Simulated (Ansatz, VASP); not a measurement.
Cu: VASP beside Ansatz

POSCAR

```
Cu
1.0
    1.4180567933     -4.4983674713      0.0000000000
    1.4180567933      4.4983674713      0.0000000000
    0.0000000000      0.0000000000      3.7529237189
Cu
4
Direct
    0.0980000000      0.9020000000      0.9100000000
    0.5980000000      0.4020000000      0.5900000000
    0.9020000000      0.0980000000      0.0900000000
    0.4020000000      0.5980000000      0.4100000000
```

Contents of INCAR.step1:

```
PREC = Accurate
ENCUT = 600
ISMEAR = 0
SIGMA = 0.1
LREAL = F
LASPH = T
NELM = 100
GGA = PE
ALGO = Normal
EDIFF = 1E-4
LWAVE = T
LCHARG = F
```

Contents of INCAR.step2:

```
PREC = Accurate
ENCUT = 600
EDIFF = 1E-7
ISMEAR = 0
SIGMA = 0.1
LREAL = F
LASPH = T
NELM = 100
ALGO = Normal
ISIF = 3
LWAVE = F
LCHARG = F
METAGGA = R2SCAN
LMIXTAU = T
IBRION = 2
NSW = 90
EDIFFG = -0.04
ISTART = 1
```

File KPOINTS:

```
regular mesh
0
Gamma
  6 6 4
```

Input for Ansatz:

```yaml
crystal:
  lattice:
    - [1.4180567933, -4.4983674713, 0.0]
    - [1.4180567933, 4.4983674713, 0.0]
    - [0.0, 0.0, 3.7529237189]
  atoms:
    - { symbol: Cu, position: [0.098, 0.902, 0.91] }
    - { symbol: Cu, position: [0.598, 0.402, 0.59] }
    - { symbol: Cu, position: [0.902, 0.098, 0.09] }
    - { symbol: Cu, position: [0.402, 0.598, 0.41] }
basis:
  ecutwfc: 500
kpoints:
  mp_grid: { grid: [6, 6, 4] }
hamiltonian:
  xc: r2scan
scf:
  occupations: { method: gaussian, width: 0.1 }
  lower_state_search: "off"
output:
  forces: true
  stress: true
  eigenvalues: true
relax:
  adjacent_minimum: "off"
  f_tol: 0.04
  max_steps: 70
  cell: { stress_tol: 0.4 }
```

Alike in both runs: task relaxation of cell and atoms; functional r2SCAN; k mesh 6 × 6 × 4; occupations gaussian, width 0.1 eV; no spin polarisation.

|  | VASP | Ansatz |
| --- | --- | --- |
| version | VASP 6.6.1 | Ansatz 0.2.0 |
| potentials or method | VASP PAW PBE potentials, release 64 (Cu), cutoff 600 eV | scalar-relativistic, plane waves, PAW |
| valence electrons in the cell | 44 | 76 |

VASP gave:

| Quantity | Value |
| --- | --- |
| gap on the k mesh at the Fermi level, each at its own relaxed structure (eV) | none |
| relaxed volume (Å³/atom) | 12.10 |
| relaxed cell length with the largest relative difference (Å) | 4.159 |

Problem. Estimate Ansatz's values.

Solution. gap on the k mesh at the Fermi level, each at its own relaxed structure (eV): none; relaxed volume (Å³/atom): 12.03; relaxed cell length with the largest relative difference (Å): 4.182.

VASP's potentials were made for PBE, not for r2SCAN. A gap of «none» marks a metal or a gap that the smearing closes. VASP's potentials hold 44 valence electrons a cell and Ansatz's 76, so a difference there can come from the potentials and not from the codes.

The k mesh is coarse, so the values compare programs but aren't converged.
